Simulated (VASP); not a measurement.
Si, 1 atom in the cell. Symmetry: Im-3m, No. 229, cubic system. The conventional cell has a = 3.021 Å, b = 3.021 Å, c = 3.021 Å, α = 90.00°, β = 90.00°, γ = 90.00°. Within 3.5 Å of Si (site symmetry m-3m) lie 14 Si at 2.62 to 3.02 Å. This isn't the form of Si at room conditions, which is diamond.

| Item | Value |
| --- | --- |
| Program | VASP 6.6.1 |
| Task | single point |
| Functional | PBE |
| Potentials or basis | VASP PAW PBE potentials, release 64 (Si) |
| Cutoff | 500 eV |
| k mesh | 50 × 50 × 50 |
| Occupations | fermi-dirac, width 0.0612256 eV |
| Spin | no spin polarisation |
| Dipole correction | no |
| Further INCAR settings | ALGO = Normal; EDIFF = 1e-06; NBANDS = 8 |

Potentials or basis: VASP PAW PBE potentials, release 64 (Si).

Run with:

```bash
$ cat potpaw_PBE.64/Si/POTCAR > POTCAR
$ mpirun -np 1 vasp_std > vasp.out
```

Hardware: 1 thread of Intel Xeon 8259CL, with other jobs on the host.

How long does it take, and how much memory?

It took 2.7 min on 1 thread of Intel Xeon 8259CL, on a shared host, peak memory 0.37 GiB. Counts: scf iterations 9, k points 3107.
